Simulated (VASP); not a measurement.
## SnO2: single point with LDA

Crystal: SnO2.

```
CELL_PARAMETERS angstrom
4.72072 0.00000 0.00000
0.00000 4.72072 0.00000
0.00000 0.00000 3.18876
ATOMIC_POSITIONS crystal
Sn 0.00000 0.00000 0.98683
Sn 0.50000 0.50000 0.51317
O 0.21653 0.39568 0.00766
O 0.28347 0.89568 0.49234
O 0.78347 0.60432 0.00766
O 0.71653 0.10432 0.49234
```

This cell differs from its parent crystal: mode 4 frozen in at -0.598 Å and mode 5 at -0.042 Å (largest displacements).

- Program: VASP 6.6.1
- Task: single point
- Functional: LDA
- Potentials or basis: VASP PAW LDA potentials, release 64 (Sn_d, O)
- Cutoff: 520 eV
- k mesh: 6 × 6 × 8
- Occupations: gaussian, width 0.05 eV
- Spin: no spin polarisation

The pressure is -8.8 GPa and the largest force is 2.427 eV/Å. The band gap on the k mesh is 0.45 eV, indirect (least direct gap 0.48 eV).

Forces on the atoms (eV/Å):
```
Sn   0.000  0.000  0.273
Sn   0.000  0.000 -0.273
O    2.269 -0.859 -0.077
O   -2.269 -0.859  0.077
O   -2.269  0.859 -0.077
O    2.269  0.859  0.077
```

Stress tensor (GPa, compression positive):
```
 -5.72   0.00   0.00
  0.00  -8.52   0.00
  0.00   0.00 -12.12
```

Levels at points of the mesh, in eV from the valence-band top:
| k point | band 23 | band 24 | band 25 | band 26 | band 27 | band 28 | band 29 | band 30 |
| --- | --- | --- | --- | --- | --- | --- | --- | --- |
| (0.00, 0.00, 0.00) | -1.06 | -1.03 | -0.33 | -0.03 | 0.45 | 4.35 | 5.90 | 6.28 |
| (0.50, 0.00, 0.00) | -1.48 | -1.48 | -0.77 | -0.77 | 2.78 | 2.78 | 5.38 | 5.38 |
| (0.00, 0.50, 0.00) | -1.28 | -1.28 | -0.53 | -0.53 | 3.42 | 3.42 | 7.14 | 7.14 |
| (0.50, 0.50, 0.00) | -1.79 | -1.79 | -0.48 | -0.48 | 3.86 | 3.86 | 5.77 | 5.77 |
| (0.00, 0.00, 0.50) | -2.29 | -2.14 | -0.15 | -0.14 | 3.94 | 4.10 | 7.61 | 7.79 |
| (0.50, 0.00, 0.50) | -1.84 | -1.84 | -0.78 | -0.78 | 4.60 | 4.60 | 7.06 | 7.06 |
| (0.00, 0.50, 0.50) | -1.58 | -1.58 | 0.00 | 0.00 | 4.12 | 4.12 | 5.79 | 5.79 |
| (0.50, 0.50, 0.50) | -1.81 | -1.81 | -0.57 | -0.57 | 3.71 | 3.71 | 7.74 | 7.74 |

It took 83 s on 1 thread of Intel(R) Xeon(R) Platinum 8488C (Sapphire Rapids) (shared host), peak memory 0.26 GiB.

Caveat: the cell differs from its parent crystal (mode 4 frozen in at -0.598 Å and mode 5 at -0.042 Å (largest displacements)); spin-orbit coupling is left out, which moves the levels of the heavy elements; forces of over 1 eV/Å act on the atoms, so gaps and moduli don't describe the material at rest. A k mesh can miss the band edges.
